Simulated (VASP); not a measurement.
# TiAl (P-6m2) in VASP: further runs

TiAl is run at these levels: PBEsol+D4, PBEsol; tasks: single point.

All numbers are computed with VASP 6.6.1; they aren't measurements. Logs are shortened: lines on timing, memory, paths and dates and some standing lists are left out, and cuts for length are marked.

## Step 1: The cell of the first run

The structure is hexagonal, space group P-6m2 (No. 187). The conventional cell has a = 2.836 Å, b = 2.836 Å, c = 4.596 Å, α = 90.00°, β = 90.00°, γ = 120.00°. Within 3.7 Å of Ti (site symmetry -6m2) lie 6 Al at 2.82 Å and 6 Ti at 2.84 Å. Within 3.7 Å of Al (site symmetry -6m2) lie 6 Ti at 2.82 Å and 6 Al at 2.84 Å.

## Step 2: Single point, PBEsol+D4

File INCAR:

```
SYSTEM = TiAl
PREC     = Accurate       ! precision mode
ENCUT    = 520            ! plane-wave cutoff, eV
EDIFF    = 1E-7           ! SCF threshold, eV
ISMEAR   = -1             ! smearing method
SIGMA    = 0.05           ! smearing width, eV
LREAL    = .FALSE.        ! projectors in reciprocal space
LASPH    = .TRUE.         ! aspherical terms in the spheres
NELM     = 60             ! most SCF steps
ALGO     = Normal         ! electronic algorithm
ISIF     = 2              ! what is computed and relaxed
LWAVE    = .FALSE.        ! write WAVECAR
LCHARG   = .TRUE.         ! write CHGCAR
GGA      = PS             ! functional
IVDW     = 13             ! dispersion correction
LELF     = .TRUE.         ! ELF
LVHAR    = .TRUE.       
NBANDS   = 14             ! bands
```

File KPOINTS:

```
Automatic mesh
0
G
  11 11 6
  0 0 0
```

File POSCAR:

```
TiAl
1.0
    2.8360594033      0.0000000000      0.0000000000
   -1.4180297016      2.4560994899      0.0000000000
    0.0000000000      0.0000000000      4.5957388327
Ti Al
1 1
Direct
    0.0000000000      0.0000000000      0.0000000000
    0.3333333333      0.6666666667      0.5000000000
```

Potentials or basis: VASP PAW PBE potentials, release 64 (Ti_sv, Al).

The run is started by

```sh
> cat potpaw_PBE.64/Ti_sv/POTCAR potpaw_PBE.64/Al/POTCAR > POTCAR
> mpirun -np 1 vasp_std > vasp.out
```

OUTCAR:

```text
SYSTEM = TiAl
   PREC = Accurate
   ENCUT = 520
   EDIFF = 1E-7
   ISMEAR = -1
   LREAL = .FALSE.
   LASPH = .TRUE.
   NELM = 60
   ISIF = 2
   GGA = PS
   IVDW = 13

 ion  position               nearest neighbor table
   1  0.000  0.000  0.000-   2 2.82   2 2.82   2 2.82   2 2.82   2 2.82   2 2.82
   2  0.333  0.667  0.500-   1 2.82   1 2.82   1 2.82   1 2.82   1 2.82   1 2.82

  LATTYP: Found a hexagonal cell.
 ALAT       =     2.8360594033
 C/A-ratio  =     1.6204663511

  Lattice vectors:

 A1 = (   2.8360594033,   0.0000000000,   0.0000000000)
 A2 = (  -1.4180297016,   2.4560994899,   0.0000000000)
 A3 = (   0.0000000000,   0.0000000000,   4.5957388327)

Analysis of symmetry for initial positions (statically):
=====================================================================
 Subroutine PRICEL returns:
 Original cell was already a primitive cell.

 Routine SETGRP: Setting up the symmetry group for a
 hexagonal supercell.

 Subroutine GETGRP returns: Found 12 space group operations
 (whereof 12 operations were pure point group operations)
 out of a pool of 24 trial point group operations.

The static configuration has the point symmetry D_3h.

Analysis of symmetry for dynamics (positions and initial velocities):
=====================================================================
 Subroutine PRICEL returns:
 Original cell was already a primitive cell.

 Routine SETGRP: Setting up the symmetry group for a
 hexagonal supercell.

 Subroutine GETGRP returns: Found 12 space group operations
 (whereof 12 operations were pure point group operations)
 out of a pool of 24 trial point group operations.

The dynamic configuration has the point symmetry D_3h.

 Subroutine INISYM returns: Found 12 space group operations
 (whereof 12 operations are pure point group operations),
 and found     1 'primitive' translations

----------------------------------------------------------------------------------------

                                     Primitive cell

  volume of cell :      32.0123

  direct lattice vectors                    reciprocal lattice vectors
     2.836059403  0.000000000  0.000000000     0.352601923  0.203574815  0.000000000
    -1.418029702  2.456099490  0.000000000     0.000000000  0.407149631  0.000000000
     0.000000000  0.000000000  4.595738833     0.000000000  0.000000000  0.217592869

  length of vectors
     2.836059403  2.836059403  4.595738833     0.407149631  0.407149631  0.217592869

  position of ions in fractional coordinates (direct lattice)
     0.000000000  0.000000000  0.000000000
     0.333333333  0.666666667  0.500000000

  ion indices of the primitive-cell ions
   primitive index   ion index
                 1           1
                 2           2

----------------------------------------------------------------------------------------

 KPOINTS: Automatic mesh

Automatic generation of k-mesh.
 Grid dimensions read from file:
 generate k-points for:   11   11    6

 Generating k-lattice:

  Cartesian coordinates                     Fractional coordinates (reciprocal lattice)
     0.032054720  0.018506801  0.000000000     0.090909091  0.000000000  0.000000000
     0.000000000  0.037013603  0.000000000     0.000000000  0.090909091  0.000000000
     0.000000000  0.000000000  0.036265478     0.000000000  0.000000000  0.166666667

  Length of vectors
     0.037013603  0.037013603  0.036265478

  Shift w.r.t. Gamma in fractional coordinates (k-lattice)
     0.000000000  0.000000000  0.000000000

 Subroutine IBZKPT returns following result:
 ===========================================

 Found     64 irreducible k-points:

 Following reciprocal coordinates:
            Coordinates               Weight
  0.000000  0.000000  0.000000      1.000000
  0.090909  0.000000  0.000000      6.000000
  0.181818 -0.000000  0.000000      6.000000
  0.272727  0.000000  0.000000      6.000000
  0.363636  0.000000  0.000000      6.000000
  0.454545  0.000000  0.000000      6.000000
[... 16 lines left out ...]
  0.090909  0.090909  0.166667     12.000000
  0.181818  0.090909  0.166667     24.000000
 [... further k-points ...]
   k-points           NKPTS =     64   k-points in BZ     NKDIM =     64   number of bands    NBANDS=     14
   number of dos      NEDOS =    301   number of ions     NIONS =      2
   total plane-waves  NPLWV =  20736
   dimension x,y,z NGX =    24 NGY =   24 NGZ =   36
   dimension x,y,z NGXF=    48 NGYF=   48 NGZF=   72
   ions per type =               1   1
   NGX,Y,Z   is equivalent  to a cutoff of  14.07, 14.07, 13.02 a.u.
   NGXF,Y,Z  is equivalent  to a cutoff of  28.14, 28.14, 26.05 a.u.
 SYSTEM =  TiAl
   PREC   = accura    normal or accurate (medium, high low for compatibility)
   ISTART =      0    job   : 0-new  1-cont  2-samecut
   ICHARG =      2    charge: 1-file 2-atom 10-const
   ISPIN  =      1    spin polarized calculation?
   LNONCOLLINEAR =      F non collinear calculations
   LSORBIT =      F    spin-orbit coupling
   LASPH  =      T    aspherical Exc in radial PAW
   ENCUT  =  520.0 eV  38.22 Ry    6.18 a.u.   5.27  5.27  8.55*2*pi/ulx,y,z
   NELM   =     60;   NELMIN=  2; NELMDL= -5     # of ELM steps
   EDIFF  = 0.1E-06   stopping-criterion for ELM
   LREAL  =      F    real-space projection
   EDIFFG = 0.1E-05   stopping-criterion for IOM
   NSW    =      0    number of steps for IOM
   IBRION =     -1    ionic relax: 0-MD 1-quasi-New 2-CG
   NFREE  =      0    steps in history (QN), initial steepest desc. (CG)
   ISIF   =      2    stress and relaxation
   ISYM   =      2    0-nonsym 1-usesym 2-fastsym
   POTIM  = 0.5000    time-step for ionic-motion
   TEBEG  =    0.0;   TEEND  =   0.0 temperature during run
   PSTRESS=    0.0 pullay stress
   NELECT =      15.0000    total number of electrons
   NUPDOWN=      -1.0000    fix difference up-down
   EMIN   =  10.00;   EMAX   =-10.00  energy-range for DOS
   EFERMI =   0.00;   METHOD = LEGACY
   ISMEAR =    -1;   SIGMA  =   0.05  broadening in eV -4-tet -1-fermi 0-gaus
   EFERMI_NEDOS =   21; number of points for ismear=-14 and -15
   IALGO  =     38    algorithm
   IMIX   =      4    mixing-type and parameters
     AMIX     =   0.40;   BMIX     =  1.00
     AMIX_MAG =   1.60;   BMIX_MAG =  1.00
  volume/ion in A,a.u.               =      16.01       108.01
  Fermi-wavevector in a.u.,A,eV,Ry     =   1.271549  2.402879 21.998395  1.616836
  Thomas-Fermi vector in A             =   2.404476
   LORBIT       =      0    0 simple, 1 ext, 2 COOP (PROOUT), +10 PAW based schemes
   GGA     = PS    functional components
   LHFCALC =     F    Hartree Fock is set to
   AEXX    =    0.0000 exact exchange contribution
   IVDW    =    13    specifies the selected vdW correction
   LEPSILON=     F    determine dielectric tensor
   LRPA    =     F    only Hartree local field effects (RPA)
 non-spin polarized calculation
  energy-cutoff  :      520.00
  volume of cell :       32.01
 maximum number of plane-waves:       876
 NGX is ok and might be reduce to    24
   NGX = 11   NGY = 11   NGZ = 17

 number of electron      15.0000005 magnetization

 Free energy of the ion-electron system (eV)
  ---------------------------------------------------
  ext. energy  EPLUGINS =         0.00000000
  ---------------------------------------------------
  free energy    TOTEN  =       -12.93770873 eV

  energy without entropy =      -12.91453489  energy(sigma->0) =      -12.92612181

 E-fermi :   8.1534     XC(G=0): -11.2030

 val. band max:        8.1357740037   @ k =   0.4545   0.0000   0.3333
 cond. band min:       8.1553544580   @ k =   0.2727   0.0909   0.0000
 fundamental gap:      0.0195804542
 Fermi energy:         8.1533918741

 k-point     1 :       0.0000    0.0000    0.0000
  band No.  band energies     occupation
      1     -48.0355      2.00000
      2     -24.4648      2.00000
      3     -24.0047      2.00000
      4     -24.0047      2.00000
      5      -0.9153      2.00000
      6       5.8471      2.00000
      7       6.3931      2.00000
      8       9.4886      0.00000
      9       9.4886      0.00000
     10      11.0438      0.00000
     11      11.0438      0.00000
     12      12.3529      0.00000
     13      21.2951      0.00000
     14      21.2951      0.00000

 k-point     2 :       0.0909    0.0000    0.0000
  band No.  band energies     occupation
      1     -48.0268      2.00000
      2     -24.4563      2.00000
      3     -24.0579      2.00000
      4     -24.0167      2.00000
      5      -0.7048      2.00000
      6       6.0748      2.00000
      7       6.4077      2.00000
      8       9.2845      0.00000
      9       9.6633      0.00000
     10      10.9836      0.00000
     11      11.0968      0.00000
     12      12.4005      0.00000
     13      18.8264      0.00000
     14      19.9660      0.00000

 k-point     3 :       0.1818   -0.0000    0.0000
  band No.  band energies     occupation
      1     -48.0034      2.00000
      2     -24.4334      2.00000
      3     -24.1990      2.00000
      4     -24.0486      2.00000
      5      -0.0833      2.00000
      6       6.4452      2.00000
      7       6.6633      2.00000
      8       8.8118      0.00000
      9      10.1595      0.00000
     10      10.8257      0.00000
     11      11.2703      0.00000
     12      12.5084      0.00000
     13      15.8610      0.00000
     14      18.5963      0.00000
[... 324 lines left out ...]
 k-point    23 :       0.0909    0.0909    0.1667
  band No.  band energies     occupation
      1     -48.0108      2.00000
      2     -24.4419      2.00000
      3     -24.1516      2.00000
      4     -24.0419      2.00000
      5      -0.1222      2.00000
      6       5.2510      2.00000
      7       7.3753      2.00000
      8       8.9400      0.00000
      9      10.0179      0.00000
     10      10.7938      0.00000
     11      10.8165      0.00000
     12      13.4161      0.00000
     13      17.2856      0.00000
     14      17.8133      0.00000

 k-point    24 :       0.1818    0.0909    0.1667
  band No.  band energies     occupation
      1     -47.9837      2.00000
      2     -24.4152      2.00000
      3     -24.3046      2.00000
      4     -24.0868      2.00000
      5       0.6736      2.00000
      6       5.7758      2.00000
      7       7.6119      1.99996
      8       8.4601      0.00433
      9      10.4916      0.00000
     10      10.6466      0.00000
     11      10.7812      0.00000
     12      13.6056      0.00000
     13      15.0396      0.00000
     14      16.5343      0.00000

 [... further k-points ...]

------------------------ aborting loop because EDIFF is reached ----------------------------------------

  DFT-D4 for vdW energy calculation

  Edisp (eV):   -0.33193

  FORCE on cell =-STRESS in cart. coord.  units (eV):
  Direction    XX          YY          ZZ          XY          YZ          ZX
  --------------------------------------------------------------------------------------
  -------------------------------------------------------------------------------------
  Total      -0.01660    -0.01660     0.00558    -0.00000     0.00000     0.00000
  in kB      -0.83076    -0.83076     0.27932    -0.00000     0.00000     0.00000
  external pressure =       -0.46 kB  Pullay stress =        0.00 kB

 VOLUME and BASIS-vectors are now :
 -----------------------------------------------------------------------------
  energy-cutoff  :      520.00
  volume of cell :       32.01
      direct lattice vectors                 reciprocal lattice vectors
     2.836059403  0.000000000  0.000000000     0.352601923  0.203574815  0.000000000
    -1.418029702  2.456099490  0.000000000     0.000000000  0.407149631  0.000000000
     0.000000000  0.000000000  4.595738833     0.000000000  0.000000000  0.217592869

 POSITION                                       TOTAL-FORCE (eV/Angst)
 -----------------------------------------------------------------------------------
      0.00000      0.00000      0.00000         0.000000      0.000000      0.000000
     -0.00000      1.63740      2.29787        -0.000000      0.000000      0.000000
 -----------------------------------------------------------------------------------
    total drift:                                0.000000     -0.000000      0.000000

  FREE ENERGIE OF THE ION-ELECTRON SYSTEM (eV)
  ---------------------------------------------------
  free  energy   TOTEN  =       -13.2696380378 eV

  energy  without entropy=      -13.2464642004  energy(sigma->0) =      -13.25805112
```

Run time: 21 s. Hardware: 1 thread of Intel Xeon Platinum 8488C (Sapphire Rapids), shared host; peak memory 0.17 GiB.

What came out:

| Quantity | Value |
| --- | --- |
| Free energy | -13.2696 eV |
| Pressure | 0.0 GPa |
| Dispersion energy per atom | -0.166 eV |

Caveat: the PAW data sets were made with another functional, which shifts forces and pressure a little; pairwise dispersion overbinds metals, which lowers pressure and volume.

(Part 1 of 2 ends here.)
